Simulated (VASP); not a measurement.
Wanted: the native input for a VASP 6.6.1 run.

- Task: single point
- Functional: PBE
- Potentials or basis: VASP PAW PBE potentials, release 64 (Na_pv, F)
- Cutoff: 520 eV
- k mesh: 8 × 8 × 8
- Occupations: fermi-dirac, width 0.02 eV
- Spin: no spin polarisation
- Dipole correction: no
- Further INCAR settings: ALGO = Normal; EDIFF = 1e-06; NBANDS = 14

The structure of NaF lies in POSCAR:

```
NaF
1.0
    0.0000000000      2.5770889018      2.5770889018
    2.5770889018      0.0000000000      2.5770889018
    2.5770889018      2.5770889018      0.0000000000
Na F
1 1
Direct
    0.0000000000      0.0000000000      0.0000000000
    0.2500000000      0.2500000000      0.2500000000
```

The input as run:

INCAR

```
ALGO = Normal
EDIFF = 1E-6
ENCUT = 520
GGA = PE
ISIF = 2
ISMEAR = -1
LASPH = True
LCHARG = False
LREAL = False
LWAVE = False
NBANDS = 14
NELM = 60
PREC = Accurate
SIGMA = 0.02
```

KPOINTS

```
k-points
0
Gamma
  8 8 8
```

Potentials or basis: VASP PAW PBE potentials, release 64 (Na_pv, F).

Command:

```sh
$ cat potpaw_PBE.64/Na_pv/POTCAR potpaw_PBE.64/F/POTCAR > POTCAR
$ mpirun -np 1 vasp_std > vasp.out
```

Results of the run:

```yaml
Pressure: 0.0 GPa
Band_gap_on_the_k_mesh: 5.44 eV
```

Run time: 7 s on 1 thread of Intel(R) Xeon(R) 6975P-C (Granite Rapids), with other jobs on the host, peak memory 0.15 GiB.
